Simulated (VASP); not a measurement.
**AlCo: single point with r2SCAN**

AlCo:

```xyz
2
Lattice="2.8194 0.0000 0.0000 0.0000 2.8194 0.0000 0.0000 0.0000 2.8194" Properties=species:S:1:pos:R:3 pbc="T T T"
Co    1.4097    1.4097    1.4097
Al    0.0000    0.0000    0.0000
```

- Program: VASP 6.6.1
- Task: single point
- Functional: r2SCAN
- Potentials or basis: VASP PAW PBE potentials, release 64 (Co_sv, Al)
- Cutoff: 760 eV
- k mesh: 13 × 13 × 13
- Occupations: gaussian, width 0.05 eV
- Spin: collinear spin, ferromagnetic start
- Starting moments: [2.0, 0.0] μB

| Item | Value |
| --- | --- |
| Pressure | 0.0 GPa |
| Band gap on the k mesh | zero (filled and empty bands overlap) |
| Net moment | 0.00 μB per cell |
| Valence electrons inside the program's atomic spheres | Co 15.24; Al 0.85 |

Levels at points of the mesh, in eV from the Fermi level:
Spin up:
```tsv
k point	band 6	band 7	band 8	band 9	band 10	band 11	band 12	band 13	band 14	band 15
(0.00, 0.00, 0.00)	-3.25	-3.25	-1.14	-1.14	-1.14	6.43	6.43	6.43	9.11	9.11
```
Spin down:
```
           k point  band 6  band 7  band 8  band 9  band 10  band 11  band 12  band 13  band 14  band 15
(0.00, 0.00, 0.00)   -3.25   -3.25   -1.14   -1.14    -1.14     6.43     6.43     6.43     9.11     9.11
```

It took 3.9 min on 1 thread of Intel(R) Xeon(R) 6975P-C (Granite Rapids) (shared host), peak memory 0.25 GiB.

Caveat: the moments typed at the start vanished in this run; the PAW data sets were made with another functional, which shifts forces and pressure a little.
